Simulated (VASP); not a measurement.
# Pt (Im-3m) in VASP: single point with r2SCAN

Aim: the single point of Pt with r2SCAN.

Program: VASP 6.6.1. These are calculated values, not measurements. Logs are shortened: lines on timing, memory, paths and dates and some standing lists are left out, and cuts for length are marked.

## (1) The cell of the first run

It takes space group Im-3m (No. 229, cubic). The conventional cell has a = 3.121 Å, b = 3.121 Å, c = 3.121 Å, α = 90.00°, β = 90.00°, γ = 90.00°. Within 3.6 Å of Pt (site symmetry m-3m) lie 14 Pt at 2.70 to 3.12 Å.

## (2) Single point, r2SCAN

POSCAR reads:

```
Pt
1.0
   -1.5604153263      1.5604153263      1.5604153263
    1.5604153263     -1.5604153263      1.5604153263
    1.5604153263      1.5604153263     -1.5604153263
Pt
1
Direct
    0.0000000000      0.0000000000      0.0000000000
```

INCAR.step1 reads:

```
SYSTEM = Pt
  PREC = Accurate
  ENCUT = 550
  ISMEAR = 0
  SIGMA = 0.1
  LREAL = .FALSE.
  LASPH = .TRUE.
  NELM = 120
  NBANDS = 11
  GGA = PE
  ALGO = Normal
  EDIFF = 1E-5
  LWAVE = .TRUE.
  LCHARG = .FALSE.
  GGA_COMPAT = .FALSE.
```

INCAR.step2 reads:

```
SYSTEM = Pt
  PREC = Accurate
  ENCUT = 550
  EDIFF = 1E-6
  ISMEAR = 0
  SIGMA = 0.1
  LREAL = .FALSE.
  LASPH = .TRUE.
  NELM = 120
  ALGO = Normal
  ISIF = 2
  LWAVE = .FALSE.
  LCHARG = .FALSE.
  METAGGA = R2SCAN
  LMIXTAU = .TRUE.
  NBANDS = 11
  ISTART = 1
  GGA_COMPAT = .FALSE.
```

KPOINTS reads:

```
Automatic mesh
0
G
  18 18 18
  0 0 0
```

Potentials or basis: VASP PAW PBE potentials, release 64 (Pt).

On the command line:

```
$ cat potpaw_PBE.64/Pt/POTCAR > POTCAR
$ cp INCAR.step1 INCAR
$ mpirun -np 1 vasp_std > vasp.out
$ cp INCAR.step2 INCAR
$ mpirun -np 1 vasp_std > vasp.out
```

OUTCAR:

```text
SYSTEM = Pt
   PREC = Accurate
   ENCUT = 550
   EDIFF = 1E-6
   ISMEAR = 0
   LREAL = .FALSE.
   LASPH = .TRUE.
   NELM = 120
   ISIF = 2
   METAGGA = R2SCAN
   ISTART = 1

 ion  position               nearest neighbor table
   1  0.000  0.000  0.000-

  LATTYP: Found a body centered cubic cell.
 ALAT       =     3.1208306526

  Lattice vectors:

 A1 = (  -1.5604153263,   1.5604153263,   1.5604153263)
 A2 = (   1.5604153263,  -1.5604153263,   1.5604153263)
 A3 = (   1.5604153263,   1.5604153263,  -1.5604153263)

Analysis of symmetry for initial positions (statically):
=====================================================================
 Subroutine PRICEL returns:
 Original cell was already a primitive cell.

 Routine SETGRP: Setting up the symmetry group for a
 body centered cubic supercell.

 Subroutine GETGRP returns: Found 48 space group operations
 (whereof 48 operations were pure point group operations)
 out of a pool of 48 trial point group operations.

The static configuration has the point symmetry O_h .

Analysis of symmetry for dynamics (positions and initial velocities):
=====================================================================
 Subroutine PRICEL returns:
 Original cell was already a primitive cell.

 Routine SETGRP: Setting up the symmetry group for a
 body centered cubic supercell.

 Subroutine GETGRP returns: Found 48 space group operations
 (whereof 48 operations were pure point group operations)
 out of a pool of 48 trial point group operations.

The dynamic configuration has the point symmetry O_h .

 Subroutine INISYM returns: Found 48 space group operations
 (whereof 48 operations are pure point group operations),
 and found     1 'primitive' translations

----------------------------------------------------------------------------------------

                                     Primitive cell

  volume of cell :      15.1978

  direct lattice vectors                    reciprocal lattice vectors
    -1.560415326  1.560415326  1.560415326     0.000000000  0.320427512  0.320427512
     1.560415326 -1.560415326  1.560415326     0.320427512  0.000000000  0.320427512
     1.560415326  1.560415326 -1.560415326     0.320427512  0.320427512  0.000000000

  length of vectors
     2.702718626  2.702718626  2.702718626     0.453152933  0.453152933  0.453152933

  position of ions in fractional coordinates (direct lattice)
     0.000000000  0.000000000  0.000000000

  ion indices of the primitive-cell ions
   primitive index   ion index
                 1           1

----------------------------------------------------------------------------------------

 KPOINTS: Automatic mesh

Automatic generation of k-mesh.
 Grid dimensions read from file:
 generate k-points for:   18   18   18

 Generating k-lattice:

  Cartesian coordinates                     Fractional coordinates (reciprocal lattice)
     0.000000000  0.017801528  0.017801528     0.055555556  0.000000000  0.000000000
     0.017801528  0.000000000  0.017801528     0.000000000  0.055555556  0.000000000
     0.017801528  0.017801528  0.000000000     0.000000000  0.000000000  0.055555556

  Length of vectors
     0.025175163  0.025175163  0.025175163

  Shift w.r.t. Gamma in fractional coordinates (k-lattice)
     0.000000000  0.000000000  0.000000000

 Subroutine IBZKPT returns following result:
 ===========================================

 Found    195 irreducible k-points:

 Following reciprocal coordinates:
            Coordinates               Weight
  0.000000  0.000000  0.000000      1.000000
  0.055556  0.000000  0.000000     12.000000
  0.111111  0.000000  0.000000     12.000000
  0.166667  0.000000  0.000000     12.000000
  0.222222  0.000000  0.000000     12.000000
  0.277778  0.000000  0.000000     12.000000
[... 16 lines left out ...]
  0.333333  0.111111  0.000000     48.000000
  0.388889  0.111111  0.000000     48.000000
 [... further k-points ...]
   k-points           NKPTS =    195   k-points in BZ     NKDIM =    195   number of bands    NBANDS=     11
   number of dos      NEDOS =    301   number of ions     NIONS =      1
   total plane-waves  NPLWV =  13824
   dimension x,y,z NGX =    24 NGY =   24 NGZ =   24
   dimension x,y,z NGXF=    48 NGYF=   48 NGZF=   48
   ions per type =               1
   NGX,Y,Z   is equivalent  to a cutoff of  14.76, 14.76, 14.76 a.u.
   NGXF,Y,Z  is equivalent  to a cutoff of  29.53, 29.53, 29.53 a.u.
 SYSTEM =  Pt
   PREC   = accura    normal or accurate (medium, high low for compatibility)
   ISTART =      1    job   : 0-new  1-cont  2-samecut
   ICHARG =      0    charge: 1-file 2-atom 10-const
   ISPIN  =      1    spin polarized calculation?
   LNONCOLLINEAR =      F non collinear calculations
   LSORBIT =      F    spin-orbit coupling
   LASPH  =      T    aspherical Exc in radial PAW
   ENCUT  =  550.0 eV  40.42 Ry    6.36 a.u.   5.17  5.17  5.17*2*pi/ulx,y,z
   NELM   =    120;   NELMIN=  2; NELMDL=  0     # of ELM steps
   EDIFF  = 0.1E-05   stopping-criterion for ELM
   LREAL  =      F    real-space projection
   EDIFFG = 0.1E-04   stopping-criterion for IOM
   NSW    =      0    number of steps for IOM
   IBRION =     -1    ionic relax: 0-MD 1-quasi-New 2-CG
   NFREE  =      0    steps in history (QN), initial steepest desc. (CG)
   ISIF   =      2    stress and relaxation
   ISYM   =      2    0-nonsym 1-usesym 2-fastsym
   POTIM  = 0.5000    time-step for ionic-motion
   TEBEG  =    0.0;   TEEND  =   0.0 temperature during run
   PSTRESS=    0.0 pullay stress
   NELECT =      10.0000    total number of electrons
   NUPDOWN=      -1.0000    fix difference up-down
   EMIN   =  10.00;   EMAX   =-10.00  energy-range for DOS
   EFERMI =   0.00;   METHOD = LEGACY
   ISMEAR =     0;   SIGMA  =   0.10  broadening in eV -4-tet -1-fermi 0-gaus
   EFERMI_NEDOS =   21; number of points for ismear=-14 and -15
   IALGO  =     38    algorithm
   IMIX   =      4    mixing-type and parameters
     AMIX     =   0.40;   BMIX     =  1.00
     AMIX_MAG =   1.60;   BMIX_MAG =  1.00
  volume/ion in A,a.u.               =      15.20       102.56
  Fermi-wavevector in a.u.,A,eV,Ry     =   1.423906  2.690792 27.585922  2.027508
  Thomas-Fermi vector in A             =   2.544454
   LORBIT       =      0    0 simple, 1 ext, 2 COOP (PROOUT), +10 PAW based schemes
   METAGGA = R2SCAN    functional components
   LHFCALC =     F    Hartree Fock is set to
   AEXX    =    0.0000 exact exchange contribution
   IVDW    =     0    specifies the selected vdW correction
   LEPSILON=     F    determine dielectric tensor
   LRPA    =     F    only Hartree local field effects (RPA)
 non-spin polarized calculation
 Gauss-broadening in eV      SIGMA  =   0.10
  energy-cutoff  :      550.00
  volume of cell :       15.20
 maximum number of plane-waves:       466
 NGX is ok and might be reduce to    24
   NGX = 11   NGY = 11   NGZ = 11

 number of electron      10.0000001 magnetization

 Free energy of the ion-electron system (eV)
  ---------------------------------------------------
  ext. energy  EPLUGINS =         0.00000000
  ---------------------------------------------------
  free energy    TOTEN  =       -51.40952210 eV

  energy without entropy =      -51.40666646  energy(sigma->0) =      -51.40809428

 E-fermi :  10.7038     XC(G=0): -14.5534

 val. band max:       10.6813715089   @ k =  -0.2778   0.2778   0.2222
 cond. band min:      10.7093307071   @ k =  -0.3889   0.5000   0.0556
 fundamental gap:      0.0279591982
 Fermi energy:        10.7037993447

 k-point     1 :       0.0000    0.0000    0.0000
  band No.  band energies     occupation
      1       0.5001      2.00000
      2       6.8291      2.00000
      3       6.8291      2.00000
      4       6.8291      2.00000
      5       9.4793      2.00000
      6       9.4793      2.00000
      7      28.7380      0.00000
      8      28.7380      0.00000
      9      28.7380      0.00000
     10      39.6641      0.00000
     11      39.6641      0.00000

 k-point     2 :       0.0556    0.0000    0.0000
  band No.  band energies     occupation
      1       0.6365      2.00000
      2       6.7745      2.00000
      3       6.8295      2.00000
      4       6.9400      2.00000
      5       9.4079      2.00000
      6       9.4826      2.00000
      7      28.8063      0.00000
      8      28.8618      0.00000
      9      28.9395      0.00000
     10      37.6759      0.00000
     11      38.2753      0.00000

 k-point     3 :       0.1111    0.0000    0.0000
  band No.  band energies     occupation
      1       1.0335      2.00000
      2       6.6206      2.00000
      3       6.8226      2.00000
      4       7.2678      2.00000
      5       9.2377      2.00000
      6       9.4944      2.00000
      7      28.9226      0.00000
      8      29.0667      0.00000
      9      29.5296      0.00000
     10      35.9155      0.00000
     11      36.3390      0.00000

 k-point     4 :       0.1667    0.0000    0.0000
  band No.  band energies     occupation
      1       1.6486      2.00000
      2       6.3934      2.00000
      3       6.8001      2.00000
      4       7.7968      2.00000
      5       9.0733      2.00000
      6       9.5192      2.00000
      7      28.7639      0.00000
      8      28.8027      0.00000
      9      30.4676      0.00000
     10      34.8807      0.00000
     11      34.9301      0.00000

 k-point     5 :       0.2222    0.0000    0.0000
  band No.  band energies     occupation
      1       2.3843      2.00000
      2       6.1276      2.00000
      3       6.8161      2.00000
      4       8.4981      2.00000
      5       9.0101      2.00000
      6       9.5608      2.00000
      7      27.3187      0.00000
      8      28.1749      0.00000
      9      31.6898      0.00000
     10      34.6048      0.00000
     11      35.0231      0.00000
[... 211 lines left out ...]
 k-point    21 :       0.2222    0.1111   -0.0000
  band No.  band energies     occupation
      1       3.4050      2.00000
      2       5.9301      2.00000
      3       6.5856      2.00000
      4       8.8949      2.00000
      5       9.7177      2.00000
      6       9.9839      2.00000
      7      25.0129      0.00000
      8      27.1465      0.00000
      9      30.2856      0.00000
     10      32.2842      0.00000
     11      36.4784      0.00000

 k-point    22 :       0.2778    0.1111   -0.0000
  band No.  band energies     occupation
      1       3.7936      2.00000
      2       5.6986      2.00000
      3       7.0996      2.00000
      4       9.0517      2.00000
      5       9.8214      2.00000
      6      10.9912      0.00005
      7      22.5925      0.00000
      8      26.1934      0.00000
      9      29.0354      0.00000
     10      33.5370      0.00000
     11      37.3580      0.00000

 k-point    23 :       0.3333    0.1111    0.0000
  band No.  band energies     occupation
      1       3.8804      2.00000
      2       5.5228      2.00000
      3       7.8873      2.00000
      4       9.2389      2.00000
      5       9.9709      2.00000
      6      12.0587      0.00000
      7      20.2739      0.00000
      8      25.3995      0.00000
      9      27.9058      0.00000
     10      34.7480      0.00000
     11      37.1463      0.00000

 k-point    24 :       0.3889    0.1111    0.0000
  band No.  band energies     occupation
      1       3.8505      2.00000
      2       5.4139      2.00000
      3       8.5426      2.00000
      4       9.2968      2.00000
      5      10.3027      2.00000
      6      13.0644      0.00000
      7      18.3346      0.00000
      8      24.8664      0.00000
      9      27.1055      0.00000
     10      35.6265      0.00000
     11      36.6661      0.00000

 [... further k-points ...]
[... 5 lines left out ...]
  --------------------------------------------------------------------------------------
  -------------------------------------------------------------------------------------
  Total        0.5204806      0.5204806      0.5204806     -0.0000000      0.0000000     -0.0000000
  in kB       54.8699480     54.8699480     54.8699480     -0.0000000      0.0000000     -0.0000000
  external PRESSURE =      54.8699480 kB  Pullay stress =       0.0000000 kB

 VOLUME and BASIS-vectors are now :
 -----------------------------------------------------------------------------
  energy-cutoff  :      550.00
  volume of cell :       15.20
      direct lattice vectors                 reciprocal lattice vectors
    -1.560415326  1.560415326  1.560415326     0.000000000  0.320427512  0.320427512
     1.560415326 -1.560415326  1.560415326     0.320427512  0.000000000  0.320427512
     1.560415326  1.560415326 -1.560415326     0.320427512  0.320427512  0.000000000

 POSITION                                       TOTAL-FORCE (eV/Angst)
 -----------------------------------------------------------------------------------
      0.00000      0.00000      0.00000        -0.000000      0.000000      0.000000
 -----------------------------------------------------------------------------------
    total drift:                                0.000000      0.000000     -0.000000

  FREE ENERGIE OF THE ION-ELECTRON SYSTEM (eV)
  ---------------------------------------------------
  free  energy   TOTEN  =       -51.4095220975 eV

  energy  without entropy=      -51.4066664608  energy(sigma->0) =      -51.40809428
```

Wall time 65 s (1 thread of Intel Xeon 6975P-C, shared host); peak memory 0.17 GiB.

Results:

* Free energy: -51.4095 eV
* Pressure: 5.5 GPa
* Band gap on the k mesh: zero (band 5 reaches 11.82 eV, above the bottom of band 6 at 9.34 eV)

Levels at points of the mesh, in eV from the Fermi level:
```csv
k point,band 1,band 2,band 3,band 4,band 5,band 6,band 7,band 8,band 9,band 10
"(0.00, 0.00, 0.00)",-10.20,-3.87,-3.87,-3.87,-1.22,-1.22,18.03,18.03,18.03,28.96
"(0.50, 0.00, 0.00)",-7.21,-5.44,-1.40,-0.88,0.28,1.14,6.93,14.03,16.93,25.45
"(0.50, 0.50, 0.50)",-6.76,-6.76,0.56,0.56,0.56,8.17,8.17,8.17,14.01,20.39
```

Caveat: the PAW data sets were made with another functional, which shifts forces and pressure a little; spin-orbit coupling is left out, which moves the levels of the heavy elements.
